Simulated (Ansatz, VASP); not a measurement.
AlNi3 in VASP and in Ansatz

File POSCAR:

```
AlNi3
1.0
    3.4994093517      0.0000000000      0.0000000000
    0.0000000000      3.4994093517      0.0000000000
    0.0000000000      0.0000000000      3.4994093517
Ni Al
3 1
Direct
    0.5000000000      0.5000000000      0.0000000000
    0.5000000000      0.0000000000      0.5000000000
    0.0000000000      0.5000000000      0.5000000000
    0.0000000000      0.0000000000      0.0000000000
```

File INCAR.step1:

```
SYSTEM = AlNi3
PREC = Accurate
ENCUT = 520
ISMEAR = -1
SIGMA = 0.05
LREAL = .False.
LASPH = .True.
NELM = 150
ISPIN = 2
MAGMOM = 1 1 1 0
LMAXMIX = 4
NBANDS = 28
GGA = PE
ALGO = Normal
EDIFF = 1E-4
LWAVE = .True.
LCHARG = .False.
```

File INCAR.step2:

```
SYSTEM = AlNi3
PREC = Accurate
ENCUT = 520
EDIFF = 1E-6
ISMEAR = -1
SIGMA = 0.05
LREAL = .False.
LASPH = .True.
NELM = 150
ALGO = Normal
ISIF = 2
LWAVE = .False.
LCHARG = .True.
ISPIN = 2
MAGMOM = 1 1 1 0
LORBIT = 11
LMAXMIX = 4
METAGGA = R2SCAN
LMIXTAU = .True.
LELF = .True.
LVHAR = .True.
NBANDS = 28
ISTART = 1
```

KPOINTS

```
Automatic mesh
0
Gamma
  8 8 8
  0 0 0
```

File input.yaml:

```yaml
crystal:
  lattice:
    - [3.4994093517, 0.0, 0.0]
    - [0.0, 3.4994093517, 0.0]
    - [0.0, 0.0, 3.4994093517]
  atoms:
    - { symbol: Ni, position: [0.5, 0.5, 0.0], spin: 1.0 }
    - { symbol: Ni, position: [0.5, 0.0, 0.5], spin: 1.0 }
    - { symbol: Ni, position: [0.0, 0.5, 0.5], spin: 1.0 }
    - { symbol: Al, position: [0.0, 0.0, 0.0] }
hamiltonian:
  xc: r2scan
  pseudopotentials: { kind: paw }
magnetization:
  spin_polarized: true
kpoints:
  mp_grid: { grid: [8, 8, 8] }
scf:
  occupations: { method: fermi_dirac, width: 0.05 }
output:
  forces: true
  stress: true
  eigenvalues: true
```

Alike in both runs: task single point; functional r2SCAN; k mesh 8 × 8 × 8; occupations fermi-dirac, width 0.05 eV; collinear spin.

|  | VASP | Ansatz |
| --- | --- | --- |
| version | VASP 6.6.1 | Ansatz 0.2.0 |
| potentials or method | VASP PAW PBE potentials, release 64 (Ni, Al) | Ansatz PAW |
| plane-wave cutoff (eV) | 520 | 500 |
| valence electrons in the cell | 33 | 57 |

|  | VASP | Ansatz | Ansatz less VASP |
| --- | --- | --- | --- |
| gap on the k mesh at the Fermi level (eV) | none | none | - |
| pressure (GPa) | 4.9 | 4.8 | -0.07 |
| net moment per atom (μB) | 0.21 | 0.21 | +0.005 |
| size of the moment on the site where the two differ most (μB) | 0.31 | 0.35 | +0.035 |

VASP's potentials were made for PBE, not for r2SCAN. Site moments also hang on the region over which each program counts them. A gap of «none» marks a metal or a gap that the smearing closes. VASP's potentials hold 33 valence electrons a cell and Ansatz's 57, so a difference there can come from the potentials and not from the codes.

Noted on Ansatz's run: the magnetic or orbital state may not be the lowest.
